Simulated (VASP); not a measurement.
# K (Im-3m) in VASP: a series of runs

The runs below take K through band structure, vibrations by perturbation theory, with PBEsol, b88 exchange, pbe correlation.

Everything below comes from runs of VASP 6.6.1. Logs are shortened: lines on timing, memory, paths and dates and some standing lists are left out, and cuts for length are marked.

## (1) The cell of the first run

The structure is cubic, space group Im-3m (No. 229). Conventional cell: a = 5.395 Å, b = 5.395 Å, c = 5.395 Å, α = 90.00°, β = 90.00°, γ = 90.00°.

## (2) Band structure, PBEsol

Input file INCAR:

```
SYSTEM = K
GGA = PS
ISMEAR = 2
SIGMA = 0.05
LWAVE = .FALSE.
LCHARG = .FALSE.
NBANDS = 29
PREC = Accurate
LASPH = .TRUE.
LREAL = .FALSE.
ALGO = Normal
EDIFF = 1E-7
NELM = 120
GGA_COMPAT = .FALSE.
ENCUT = 520
```

Input file KPOINTS:

```
Automatic mesh
0
Gamma
  11 11 11
  0 0 0
```

Input file KPOINTS_OPT:

```
path GHNGPH,PN
12
line-mode
reciprocal
 0.0000000000  0.0000000000  0.0000000000  G
 0.5000000000 -0.5000000000  0.5000000000  H

 0.5000000000 -0.5000000000  0.5000000000  H
 0.0000000000  0.0000000000  0.5000000000  N

 0.0000000000  0.0000000000  0.5000000000  N
 0.0000000000  0.0000000000  0.0000000000  G

 0.0000000000  0.0000000000  0.0000000000  G
 0.2500000000  0.2500000000  0.2500000000  P

 0.2500000000  0.2500000000  0.2500000000  P
 0.5000000000 -0.5000000000  0.5000000000  H

 0.2500000000  0.2500000000  0.2500000000  P
 0.0000000000  0.0000000000  0.5000000000  N
```

Input file POSCAR:

```
K
1.0
   -2.6975585167      2.6975585167      2.6975585167
    2.6975585167     -2.6975585167      2.6975585167
    2.6975585167      2.6975585167     -2.6975585167
K
1
Direct
    0.0000000000      0.0000000000      0.0000000000
```

Potentials or basis: VASP PAW PBE potentials, release 64 (K_sv).

Run with:

```console
$ cat potpaw_PBE.64/K_sv/POTCAR > POTCAR
$ mpirun -np 1 vasp_std > vasp.out
```

OUTCAR:

```text
SYSTEM = K
   GGA = PS
   ISMEAR = 2
   PREC = Accurate
   LASPH = .TRUE.
   LREAL = .FALSE.
   EDIFF = 1E-7
   NELM = 120
   ENCUT = 520

 ion  position               nearest neighbor table
   1  0.000  0.000  0.000-

  LATTYP: Found a body centered cubic cell.
 ALAT       =     5.3951170334

  Lattice vectors:

 A1 = (  -2.6975585167,   2.6975585167,   2.6975585167)
 A2 = (   2.6975585167,  -2.6975585167,   2.6975585167)
 A3 = (   2.6975585167,   2.6975585167,  -2.6975585167)

Analysis of symmetry for initial positions (statically):
=====================================================================
 Subroutine PRICEL returns:
 Original cell was already a primitive cell.

 Routine SETGRP: Setting up the symmetry group for a
 body centered cubic supercell.

 Subroutine GETGRP returns: Found 48 space group operations
 (whereof 48 operations were pure point group operations)
 out of a pool of 48 trial point group operations.

The static configuration has the point symmetry O_h .

Analysis of symmetry for dynamics (positions and initial velocities):
=====================================================================
 Subroutine PRICEL returns:
 Original cell was already a primitive cell.

 Routine SETGRP: Setting up the symmetry group for a
 body centered cubic supercell.

 Subroutine GETGRP returns: Found 48 space group operations
 (whereof 48 operations were pure point group operations)
 out of a pool of 48 trial point group operations.

The dynamic configuration has the point symmetry O_h .

 Subroutine INISYM returns: Found 48 space group operations
 (whereof 48 operations are pure point group operations),
 and found     1 'primitive' translations

----------------------------------------------------------------------------------------

                                     Primitive cell

  volume of cell :      78.5186

  direct lattice vectors                    reciprocal lattice vectors
    -2.697558517  2.697558517  2.697558517     0.000000000  0.185352791  0.185352791
     2.697558517 -2.697558517  2.697558517     0.185352791  0.000000000  0.185352791
     2.697558517  2.697558517 -2.697558517     0.185352791  0.185352791  0.000000000

  length of vectors
     4.672308407  4.672308407  4.672308407     0.262128431  0.262128431  0.262128431

  position of ions in fractional coordinates (direct lattice)
     0.000000000  0.000000000  0.000000000

  ion indices of the primitive-cell ions
   primitive index   ion index
                 1           1

----------------------------------------------------------------------------------------

 KPOINTS: Automatic mesh

Automatic generation of k-mesh.
 Grid dimensions read from file:
 generate k-points for:   11   11   11

 Generating k-lattice:

  Cartesian coordinates                     Fractional coordinates (reciprocal lattice)
     0.000000000  0.016850254  0.016850254     0.090909091  0.000000000  0.000000000
     0.016850254  0.000000000  0.016850254     0.000000000  0.090909091  0.000000000
     0.016850254  0.016850254  0.000000000     0.000000000  0.000000000  0.090909091

  Length of vectors
     0.023829857  0.023829857  0.023829857

  Shift w.r.t. Gamma in fractional coordinates (k-lattice)
     0.000000000  0.000000000  0.000000000

 Subroutine IBZKPT returns following result:
 ===========================================

 Found     56 irreducible k-points:

 Following reciprocal coordinates:
            Coordinates               Weight
  0.000000  0.000000  0.000000      1.000000
  0.090909  0.000000  0.000000     12.000000
  0.181818  0.000000  0.000000     12.000000
  0.272727  0.000000  0.000000     12.000000
  0.363636  0.000000  0.000000     12.000000
  0.454545  0.000000  0.000000     12.000000
[... 16 lines left out ...]
  0.272727  0.181818  0.090909     48.000000
  0.363636  0.181818  0.090909     24.000000
 [... further k-points ...]
   k-points           NKPTS =     56   k-points in BZ     NKDIM =     56   number of bands    NBANDS=     29
   number of dos      NEDOS =    301   number of ions     NIONS =      1
   total plane-waves  NPLWV =  46656
   dimension x,y,z NGX =    36 NGY =   36 NGZ =   36
   dimension x,y,z NGXF=    72 NGYF=   72 NGZF=   72
   ions per type =               1
   NGX,Y,Z   is equivalent  to a cutoff of  12.81, 12.81, 12.81 a.u.
   NGXF,Y,Z  is equivalent  to a cutoff of  25.62, 25.62, 25.62 a.u.
 SYSTEM =  K
   PREC   = accura    normal or accurate (medium, high low for compatibility)
   ISTART =      0    job   : 0-new  1-cont  2-samecut
   ICHARG =      2    charge: 1-file 2-atom 10-const
   ISPIN  =      1    spin polarized calculation?
   LNONCOLLINEAR =      F non collinear calculations
   LSORBIT =      F    spin-orbit coupling
   LASPH  =      T    aspherical Exc in radial PAW
   ENCUT  =  520.0 eV  38.22 Ry    6.18 a.u.   8.69  8.69  8.69*2*pi/ulx,y,z
   NELM   =    120;   NELMIN=  2; NELMDL= -5     # of ELM steps
   EDIFF  = 0.1E-06   stopping-criterion for ELM
   LREAL  =      F    real-space projection
   EDIFFG = 0.1E-05   stopping-criterion for IOM
   NSW    =      0    number of steps for IOM
   IBRION =     -1    ionic relax: 0-MD 1-quasi-New 2-CG
   NFREE  =      0    steps in history (QN), initial steepest desc. (CG)
   ISIF   =      2    stress and relaxation
   ISYM   =      2    0-nonsym 1-usesym 2-fastsym
   POTIM  = 0.5000    time-step for ionic-motion
   TEBEG  =    0.0;   TEEND  =   0.0 temperature during run

   SCALEE = 1.0000    scale energy and forces
   PSTRESS=    0.0 pullay stress
   NELECT =       9.0000    total number of electrons
   NUPDOWN=      -1.0000    fix difference up-down
   EMIN   =  10.00;   EMAX   =-10.00  energy-range for DOS
   EFERMI =   0.00;   METHOD = LEGACY
   ISMEAR =     2;   SIGMA  =   0.05  broadening in eV -4-tet -1-fermi 0-gaus
   EFERMI_NEDOS =   21; number of points for ismear=-14 and -15
   IALGO  =     38    algorithm
   IMIX   =      4    mixing-type and parameters
     AMIX     =   0.40;   BMIX     =  1.00
     AMIX_MAG =   1.60;   BMIX_MAG =  1.00
  volume/ion in A,a.u.               =      78.52       529.87
  Fermi-wavevector in a.u.,A,eV,Ry     =   0.795240  1.502785  8.604411  0.632406
  Thomas-Fermi vector in A             =   1.901529
   LORBIT       =      0    0 simple, 1 ext, 2 COOP (PROOUT), +10 PAW based schemes
   GGA     = PS    functional components
   LHFCALC =     F    Hartree Fock is set to
   AEXX    =    0.0000 exact exchange contribution
   IVDW    =     0    specifies the selected vdW correction
   LEPSILON=     F    determine dielectric tensor
   LRPA    =     F    only Hartree local field effects (RPA)

   CSHIFT  =0.1000    complex shift for real part using Kramers Kronig

   OMEGAMAX=  -1.0    maximum frequency
 non-spin polarized calculation
 Methfessel and Paxton  Order N= 2 SIGMA  =   0.05
  energy-cutoff  :      520.00
  volume of cell :       78.52
 maximum number of plane-waves:      2137
   NGX = 17   NGY = 17   NGZ = 17

 number of electron       8.9999999 magnetization

 Free energy of the ion-electron system (eV)
  ---------------------------------------------------
  ext. energy  EPLUGINS =         0.00000000
  ---------------------------------------------------
  free energy    TOTEN  =        -1.12701250 eV

  energy without entropy =       -1.12677708  energy(sigma->0) =       -1.12695365

 E-fermi :  -0.2977     XC(G=0):  -5.5366

 val. band max:       -0.3132804780   @ k =  -0.3636   0.4545   0.0909
 cond. band min:      -0.2249850595   @ k =   0.1818   0.1818   0.1818
 fundamental gap:      0.0882954186
 Fermi energy:        -0.2977229637

 k-point     1 :       0.0000    0.0000    0.0000
  band No.  band energies     occupation
      1     -32.3397      2.00000
      2     -15.8532      2.00000
      3     -15.8532      2.00000
      4     -15.8532      2.00000
      5      -2.3666      2.00000
      6       3.9296      0.00000
[... 8 lines left out ...]
     15       9.2008      0.00000
     16       9.2008      0.00000

 k-point     2 :       0.0909    0.0000    0.0000
  band No.  band energies     occupation
      1     -32.3394      2.00000
      2     -15.8575      2.00000
      3     -15.8546      2.00000
      4     -15.8532      2.00000
      5      -2.2692      2.00000
      6       3.7703      0.00000
[... 8 lines left out ...]
     15       8.7450      0.00000
     16       9.0180      0.00000

 k-point     3 :       0.1818    0.0000    0.0000
  band No.  band energies     occupation
      1     -32.3388      2.00000
      2     -15.8691      2.00000
      3     -15.8586      2.00000
      4     -15.8531      2.00000
      5      -1.9814      2.00000
      6       3.1804      0.00000
[... 8 lines left out ...]
     15       8.5374      0.00000
     16       8.6860      0.00000

 k-point     4 :       0.2727    0.0000    0.0000
  band No.  band energies     occupation
      1     -32.3379      2.00000
      2     -15.8842      2.00000
      3     -15.8638      2.00000
      4     -15.8531      2.00000
      5      -1.5171      2.00000
      6       2.3772      0.00000
[... 8 lines left out ...]
     15       9.1810      0.00000
     16       9.2822      0.00000
[... 324 lines left out ...]
 k-point    22 :       0.1818    0.1818    0.0909
  band No.  band energies     occupation
      1     -32.3371      2.00000
      2     -15.8948      2.00000
      3     -15.8666      2.00000
      4     -15.8599      2.00000
      5      -0.8078      2.00000
      6       1.9727      0.00000
[... 8 lines left out ...]
     15      10.8726      0.00000
     16      10.9954      0.00000

 k-point    23 :       0.2727    0.1818    0.0909
  band No.  band energies     occupation
      1     -32.3367      2.00000
      2     -15.8973      2.00000
      3     -15.8738      2.00000
      4     -15.8611      2.00000
      5      -0.1472      0.00057
      6       1.3473      0.00000
[... 8 lines left out ...]
     15      10.5930      0.00000
     16      11.0399      0.00000

 k-point    24 :       0.3636    0.1818    0.0909
  band No.  band energies     occupation
      1     -32.3365      2.00000
      2     -15.8973      2.00000
      3     -15.8775      2.00000
      4     -15.8614      2.00000
      5       0.5970      0.00000
      6       0.5991      0.00000
[... 8 lines left out ...]
     15      10.3401      0.00000
     16      11.0655      0.00000

 [... further k-points ...]

 [bands above 16 left out]

------------------------ aborting loop because EDIFF is reached ----------------------------------------

  FORCE on cell =-STRESS in cart. coord.  units (eV):
  Direction    XX          YY          ZZ          XY          YZ          ZX
  --------------------------------------------------------------------------------------
  -------------------------------------------------------------------------------------
  Total       -0.1602857     -0.1602857     -0.1602857     -0.0000000      0.0000000      0.0000000
  in kB       -3.2706407     -3.2706407     -3.2706407     -0.0000000      0.0000000      0.0000000
  external PRESSURE =      -3.2706407 kB  Pullay stress =       0.0000000 kB

 VOLUME and BASIS-vectors are now :
 -----------------------------------------------------------------------------
  energy-cutoff  :      520.00
  volume of cell :       78.52
      direct lattice vectors                 reciprocal lattice vectors
    -2.697558517  2.697558517  2.697558517     0.000000000  0.185352791  0.185352791
     2.697558517 -2.697558517  2.697558517     0.185352791  0.000000000  0.185352791
     2.697558517  2.697558517 -2.697558517     0.185352791  0.185352791  0.000000000

 POSITION                                       TOTAL-FORCE (eV/Angst)
 -----------------------------------------------------------------------------------
      0.00000      0.00000      0.00000        -0.000000      0.000000      0.000000
 -----------------------------------------------------------------------------------
    total drift:                               -0.000000      0.000000      0.000000

  FREE ENERGIE OF THE ION-ELECTRON SYSTEM (eV)
  ---------------------------------------------------
  free  energy   TOTEN  =        -1.1270125043 eV

  energy  without entropy=       -1.1267770752  energy(sigma->0) =       -1.12695365
```

Wall time 76 s (1 thread of Intel Xeon 6975P-C (Granite Rapids), shared host); peak memory 0.3 GiB.

What came out:

| Item | Value |
| --- | --- |
| Free energy | -1.1270 eV |
| Pressure | -0.3 GPa |
| Band gap along the path | zero within the smearing |

Levels at the corners of the path, in eV from the Fermi level:
```tsv
point	band 1	band 2	band 3	band 4	band 5	band 6	band 7	band 8	band 9
Γ	-32.04	-15.56	-15.56	-15.56	-2.07	4.23	4.23	4.23	5.11
H	-32.04	-15.59	-15.59	-15.59	1.70	1.70	3.30	3.30	3.30
H	-32.04	-15.59	-15.59	-15.59	1.70	1.70	3.30	3.30	3.30
N	-32.04	-15.61	-15.57	-15.56	0.44	0.65	3.14	4.73	5.62
N	-32.04	-15.61	-15.57	-15.56	0.44	0.65	3.14	4.73	5.62
Γ	-32.04	-15.56	-15.56	-15.56	-2.07	4.23	4.23	4.23	5.11
Γ	-32.04	-15.56	-15.56	-15.56	-2.07	4.23	4.23	4.23	5.11
P	-32.04	-15.58	-15.58	-15.58	1.44	1.44	1.44	2.84	5.70
P	-32.04	-15.58	-15.58	-15.58	1.44	1.44	1.44	2.84	5.70
H	-32.04	-15.59	-15.59	-15.59	1.70	1.70	3.30	3.30	3.30
P	-32.04	-15.58	-15.58	-15.58	1.44	1.44	1.44	2.84	5.70
N	-32.04	-15.61	-15.57	-15.56	0.44	0.65	3.14	4.73	5.62
```

Caveat: the PAW data sets were made with another functional, which shifts forces and pressure a little.

(Part 1 of 2 ends here.)
